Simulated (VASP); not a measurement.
Wanted: the native input for a VASP 6.6.1 run.

| Quantity | Value |
| --- | --- |
| Task | single point |
| Functional | PBE |
| Potentials or basis | VASP PAW PBE potentials, release 64 (Y_sv) |
| Cutoff | 520 eV |
| k mesh | 3 × 3 × 3 |
| Occupations | fermi-dirac, width 0.05 eV |
| Spin | no spin polarisation |
| Dipole correction | no |
| Further INCAR settings | ALGO = Normal; EDIFF = 1e-07; NBANDS = 48 |

The structure of Y (a cell with a defect) lies in POSCAR:

```
Y
1.0
    0.0000000000      5.0042020000      5.0042020000
    5.0042020000      0.0000000000      5.0042020000
    5.0042020000      5.0042020000      0.0000000000
Y
7
Direct
    0.0161222509      0.1021145829     -0.1231804791
   -0.0162927076     -0.1071927152      0.4978002487
    0.0002415970      0.4975494594      0.1990197438
    0.4997299270     -0.0022028487      0.0187361541
    0.4999237641     -0.0021215171      0.4513322004
    0.5344049860      0.5440998385      0.0054073557
    0.4660064682      0.4513609762      0.5861051372
```

The input as run:

INCAR

```
SYSTEM = Y
  ALGO = Normal
  EDIFF = 1E-7
  ENCUT = 520
  GGA = PE
  ISIF = 2
  ISMEAR = -1
  LASPH = .TRUE.
  LCHARG = .FALSE.
  LREAL = .FALSE.
  LWAVE = .FALSE.
  NBANDS = 48
  NELM = 60
  PREC = Accurate
  SIGMA = 0.05
```

KPOINTS

```
k-points
0
G
  3 3 3
  0 0 0
```

Potentials or basis: VASP PAW PBE potentials, release 64 (Y_sv).

Launch:

```bash
$ cat potpaw_PBE.64/Y_sv/POTCAR > POTCAR
$ mpirun -np 1 vasp_std > vasp.out
```

Results of the run:

The pressure is -2.7 GPa and the largest force is 0.045 eV/Å. The band gap on the k mesh is zero (an odd number of electrons rules out a gap without spin polarisation).

Caveat: the k points lie up to 0.36 Å⁻¹ apart, too coarse for converged energies and pressures of a metal.

Run time: 9.8 min on 1 thread of Intel Xeon 8259CL, with other jobs on the host, peak memory 0.46 GiB.
